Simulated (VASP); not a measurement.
A run of VASP 6.6.1 is set up as follows.

File INCAR:

```
SYSTEM = SiC
PREC = Accurate
ENCUT = 520
EDIFF = 1E-6
ISMEAR = 0
SIGMA = 0.1
LREAL = .FALSE.
LASPH = .TRUE.
NELM = 60
ALGO = Normal
ISIF = 2
LWAVE = .FALSE.
LCHARG = .TRUE.
GGA = PE
LELF = .TRUE.
LVHAR = .TRUE.
NBANDS = 11
```

File KPOINTS:

```
Automatic mesh
0
G
  8 8 8
  0 0 0
```

POSCAR

```
SiC
1.0
    0.0000000000      2.1769966238      2.1769966238
    2.1769966238      0.0000000000      2.1769966238
    2.1769966238      2.1769966238      0.0000000000
Si C
1 1
Direct
    0.2500000000      0.2500000000      0.2500000000
    0.0000000000      0.0000000000      0.0000000000
```

Potentials or basis: VASP PAW PBE potentials, release 64 (Si, C).

Launch:

```console
$ cat potpaw_PBE.64/Si/POTCAR potpaw_PBE.64/C/POTCAR > POTCAR
$ mpirun -np 1 vasp_std > vasp.out
```

Q: Predict the pressure.

A: 3.8 GPa.

Q: Estimate the band gap on the k mesh.

A: 1.35 eV, indirect (least direct gap 4.54 eV).

A k mesh can miss the band edges. Expect the measured gap to be larger: semilocal functionals such as PBE lack the derivative discontinuity.
